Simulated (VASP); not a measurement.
A run of VASP 6.6.1 is set up as follows.

The input INCAR:

```
SYSTEM = HfO2
  PREC = Accurate
  ENCUT = 520
  EDIFF = 1E-7
  ISMEAR = 0
  SIGMA = 0.05
  LREAL = .FALSE.
  LASPH = .TRUE.
  NELM = 100
  ALGO = Normal
  ISIF = 2
  LWAVE = .FALSE.
  LCHARG = .FALSE.
  GGA = PE
  NBANDS = 56
```

File KPOINTS:

```
Automatic mesh
0
G
  6 6 2
  0 0 0
```

Contents of POSCAR:

```
HfO2
1.0
   -3.6043047991      0.0000000000      0.0000000000
    0.0000000000     -3.6043047991      0.0000000000
    0.0000000000     -0.3604304799     10.5279346079
Hf O
4 8
Direct
    0.5000000000      0.4798300000      0.2017000000
    0.5000000000      0.4298300000      0.7017000000
    1.0000000000      0.9548300000      0.4517000000
    1.0000000000      0.9048300000      0.9517000000
    0.0000000000      0.4701673953      0.2983260466
    0.0000000000      0.4201673953      0.7983260466
    0.5000000000     -0.0355073953      0.3550739534
    0.5000000000     -0.0855073953      0.8550739534
    0.5000000000     -0.0105073953      0.1050739534
    0.5000000000     -0.0605073953      0.6050739534
    0.0000000000      0.4951673953      0.0483260466
    0.0000000000      0.4451673953      0.5483260466
```

Potentials or basis: VASP PAW PBE potentials, release 64 (Hf_pv, O).

The run is started by

```console
$ cat potpaw_PBE.64/Hf_pv/POTCAR potpaw_PBE.64/O/POTCAR > POTCAR
$ mpirun -np 1 vasp_std > vasp.out
```

Predict the largest force.

6.742 eV/Å.

Estimate the band gap on the k mesh.

4.54 eV, direct.

Estimate the pressure.

1.4 GPa.

Forces in eV/Å, atoms in the order of the input:
```
Hf   0.000  0.131  0.349
Hf   0.000 -0.035  0.215
Hf   0.000  0.001  0.214
Hf   0.000 -5.726 -3.559
O    0.000 -0.015 -0.214
O    0.000 -0.454 -0.123
O    0.000  0.001 -0.022
O    0.000  0.140  0.019
O    0.000  0.214  0.018
O    0.000 -0.008 -0.051
O    0.000  5.740  3.309
O    0.000  0.009 -0.156
```

Caveat: spin-orbit coupling is left out, which moves the levels of the heavy elements; forces of over 1 eV/Å act on the atoms, so gaps and moduli don't describe the material at rest. PBE gaps usually lie below the measured ones, often by a third to a half.
